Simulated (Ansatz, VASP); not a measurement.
## B in VASP and in Ansatz

```
B
1.0
     1.31467    0.75903    2.43790
    -1.31467    0.75903    2.43790
     0.00000   -1.51805    2.43790
B
2
Direct
  0.22754 0.22754 0.22754
  0.77246 0.77246 0.77246
```

Alike in both runs: task single point; functional r2SCAN; k mesh 9 × 9 × 9; occupations gaussian, width 0.1 eV; no spin polarisation.

```csv
,VASP,Ansatz
version,VASP 6.6.1,Ansatz 0.2.0
potentials or method,"VASP PAW PBE potentials, release 64 (B), cutoff 550 eV","scalar-relativistic, plane waves, PAW"
valence electrons in the cell,6,6
```

|  | VASP | Ansatz | Ansatz less VASP |
| --- | --- | --- | --- |
| gap on the k mesh at the Fermi level (eV) | none | none | - |
| pressure (GPa) | -3.5 | -3.6 | -0.14 |
| traceless stress, the component that is largest in VASP (GPa) | -18.30 | -18.32 | -0.022 |
| rms of the force components (eV/Å) | 0.838 | 0.835 | -0.0027 |

VASP's potentials were made for PBE, not for r2SCAN. Atom by atom the forces differ by 0.003 eV/Å (rms over components). A gap of «none» marks a metal or a gap that the smearing closes. The functional is the same, so the differences come from potentials, cutoffs and numerics.
